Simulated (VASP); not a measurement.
# Se (R-3m) in VASP: electric field gradients with LDA

Aim: the electric field gradients of Se with LDA.

Program: VASP 6.6.1. These are calculated values, not measurements. Logs are shortened: lines on timing, memory, paths and dates and some standing lists are left out, and cuts for length are marked.

## (1) The cell of the first run

The structure is trigonal, space group R-3m (No. 166). Conventional cell: a = 4.203 Å, b = 4.203 Å, c = 10.295 Å, α = 90.00°, β = 90.00°, γ = 120.00°. Se (site symmetry 3m) has 1 Se at 1.65 Å within 2.2 Å.

## (2) Electric field gradients, LDA (shortest bond scaled by 0.64)

The input, INCAR:

```
PREC = Accurate
ENCUT = 520
EDIFF = 1E-8
ISMEAR = -1
SIGMA = 0.05
LREAL = False
LASPH = True
NELM = 60
ALGO = Normal
ISIF = 2
LWAVE = False
LCHARG = False
LEFG = True
NBANDS = 13
```

The input, KPOINTS:

```
regular mesh
0
Gamma
  9 9 9
```

The input, POSCAR:

```
Se
1.0
    0.0000000000      2.9719609764      2.9719609764
    2.9719609764      0.0000000000      2.9719609764
    2.9719609764      2.9719609764      0.0000000000
Se
2
Direct
   -0.2600000000     -0.0800000000     -0.0800000000
    0.2600000000      0.0800000000      0.0800000000
```

Potentials or basis: VASP PAW LDA potentials, release 64 (Se).

Command:

```
$ cat potpaw_LDA.64/Se/POTCAR > POTCAR
$ mpirun -np 1 vasp_std > vasp.out
```

OUTCAR:

```text
PREC = Accurate
   ENCUT = 520
   EDIFF = 1E-8
   ISMEAR = -1
   LREAL = False
   LASPH = True
   NELM = 60
   ISIF = 2

 ion  position               nearest neighbor table
   1  0.740  0.920  0.920-   2 1.65
   2  0.260  0.080  0.080-   1 1.65

  LATTYP: Found a face centered cubic cell.
 ALAT       =     5.9439219528

  Lattice vectors:

 A1 = (   0.0000000000,   2.9719609764,   2.9719609764)
 A2 = (   2.9719609764,   0.0000000000,   2.9719609764)
 A3 = (   2.9719609764,   2.9719609764,   0.0000000000)

Analysis of symmetry for initial positions (statically):
=====================================================================
 Subroutine PRICEL returns:
 Original cell was already a primitive cell.

 Routine SETGRP: Setting up the symmetry group for a
 face centered cubic supercell.

 Subroutine GETGRP returns: Found 12 space group operations
 (whereof  4 operations were pure point group operations)
 out of a pool of 48 trial point group operations.

The static configuration has the point symmetry C_2h.
 The point group associated with its full space group is D_3d.

Analysis of symmetry for dynamics (positions and initial velocities):
=====================================================================
 Subroutine PRICEL returns:
 Original cell was already a primitive cell.

 Routine SETGRP: Setting up the symmetry group for a
 face centered cubic supercell.

 Subroutine GETGRP returns: Found 12 space group operations
 (whereof  4 operations were pure point group operations)
 out of a pool of 48 trial point group operations.

The dynamic configuration has the point symmetry C_2h.
 The point group associated with its full space group is D_3d.

 Subroutine INISYM returns: Found 12 space group operations
 (whereof  4 operations are pure point group operations),
 and found     1 'primitive' translations

----------------------------------------------------------------------------------------

                                     Primitive cell

  volume of cell :      52.5000

  direct lattice vectors                    reciprocal lattice vectors
     0.000000000  2.971960976  2.971960976    -0.168239087  0.168239087  0.168239087
     2.971960976  0.000000000  2.971960976     0.168239087 -0.168239087  0.168239087
     2.971960976  2.971960976  0.000000000     0.168239087  0.168239087 -0.168239087

  length of vectors
     4.202987520  4.202987520  4.202987520     0.291398646  0.291398646  0.291398646

[... 127 lines left out ...]
 E-fermi :   4.1194     XC(G=0):  -9.0398

 val. band max:        4.1151507495   @ k =   0.1111   0.3333   0.2222
 cond. band min:       4.1432132573   @ k =  -0.3333   0.3333   0.1111
 fundamental gap:      0.0280625078
 Fermi energy:         4.1194357208

 k-point     1 :       0.0000    0.0000    0.0000
  band No.  band energies     occupation
      1     -16.1477      2.00000
      2      -4.6516      2.00000
      3      -3.1911      2.00000
      4      -1.2046      2.00000
      5      -1.2046      2.00000
      6       3.1839      2.00000
      7       3.1839      2.00000
      8       7.2804      0.00000
      9       8.4215      0.00000
     10      11.1903      0.00000
     11      11.1903      0.00000
     12      12.3403      0.00000
     13      12.3403      0.00000
[... 354 lines left out ...]
  band No.  band energies     occupation
      1     -15.8997      2.00000
      2      -6.0177      2.00000
      3      -3.3457      2.00000
      4      -1.7834      2.00000
      5      -1.1898      2.00000
      6       2.6897      2.00000
      7       4.9188      0.00000
      8       8.5269      0.00000
      9       9.4925      0.00000
     10      10.5160      0.00000
     11      13.0817      0.00000
     12      13.8089      0.00000
     13      14.3431      0.00000

 [... further k-points ...]
[... 5 lines left out ...]
  --------------------------------------------------------------------------------------
  -------------------------------------------------------------------------------------
  Total       23.2050819     23.2050819     23.2050819    -22.5001277     22.5001277    -22.5001277
  in kB      708.1648780    708.1648780    708.1648780   -686.6513234    686.6513234   -686.6513234
  external PRESSURE =     708.1648780 kB  Pullay stress =       0.0000000 kB

 VOLUME and BASIS-vectors are now :
 -----------------------------------------------------------------------------
  energy-cutoff  :      520.00
  volume of cell :       52.50
      direct lattice vectors                 reciprocal lattice vectors
     0.000000000  2.971960976  2.971960976    -0.168239087  0.168239087  0.168239087
     2.971960976  0.000000000  2.971960976     0.168239087 -0.168239087  0.168239087
     2.971960976  2.971960976  0.000000000     0.168239087  0.168239087 -0.168239087

 POSITION                                       TOTAL-FORCE (eV/Angst)
 -----------------------------------------------------------------------------------
      5.46841      4.93346      4.93346       -23.700778     23.700778     23.700778
      0.47551      1.01047      1.01047        23.700778    -23.700778    -23.700778
 -----------------------------------------------------------------------------------
    total drift:                                0.000000     -0.000000      0.000000

  FREE ENERGIE OF THE ION-ELECTRON SYSTEM (eV)
  ---------------------------------------------------
  free  energy   TOTEN  =        -0.1279931686 eV

  energy  without entropy=       -0.1196276311  energy(sigma->0) =       -0.12381040

 Electric field gradients (V/A^2)
---------------------------------------------------------------------
 ion       V_xx      V_yy      V_zz      V_xy      V_xz      V_yz
---------------------------------------------------------------------
   1       0.000    -0.000    -0.000   131.864   131.864  -131.864
   2       0.000    -0.000    -0.000   131.864   131.864  -131.864
---------------------------------------------------------------------

 Electric field gradients after diagonalization (V/A^2)
 (convention: |V_zz| > |V_xx| > |V_yy|)
----------------------------------------------------------------------
 ion       V_xx      V_yy      V_zz     asymmetry (V_yy - V_xx)/ V_zz
----------------------------------------------------------------------
   1     131.865   131.864  -263.729       0.000
   2     131.865   131.864  -263.729       0.000
----------------------------------------------------------------------

           NMR quadrupolar parameters

 Cq : quadrupolar parameter    Cq=e*Q*V_zz/h
 eta: asymmetry parameters     (V_yy - V_xx)/ V_zz
 Q  : nuclear electric quadrupole moment in mb (millibarn)
----------------------------------------------------------------------
 ion       Cq(MHz)       eta       Q (mb)
----------------------------------------------------------------------
   1      -0.638       0.000       1.000
   2      -0.638       0.000       1.000
----------------------------------------------------------------------
```

Wall time 27 s (1 thread of Intel Xeon Platinum 8488C (Sapphire Rapids), shared host); peak memory 0.17 GiB.

Results:

```
Free energy                             : -0.1280 eV
Pressure                                : 70.8 GPa
Largest force                           : 41.051 eV/Å
Band gap on the k mesh                  : zero (bands 6 and 7 overlap by 2.34 eV)
Largest electric field gradient by atom : Se -263.7 V/Å²
```

Forces on the atoms (eV/Å):
```
Se  -23.701  23.701  23.701
Se   23.701 -23.701 -23.701
```

Stress tensor (GPa, compression positive):
```
 70.82 -68.67 -68.67
-68.67  70.82  68.67
-68.67  68.67  70.82
```

Electric field gradients, principal values (V/Å²):
```tsv
atom	least	middle	greatest (by size)
1 Se	131.864	131.865	-263.729
2 Se	131.864	131.865	-263.729
```

Caveat: the cell differs from its parent crystal (shortest bond scaled by 0.64); atoms lie so close that the PAW spheres overlap strongly, which falsifies energies and pressures; the cell stands under pressure; without QUAD_EFG the Cq values of the log hold for a quadrupole moment of 1 mb, not for the nuclei; forces of over 1 eV/Å act on the atoms, so gaps and moduli don't describe the material at rest.

The gap in the log of VASP goes by the Fermi energy; the results here count the filled bands.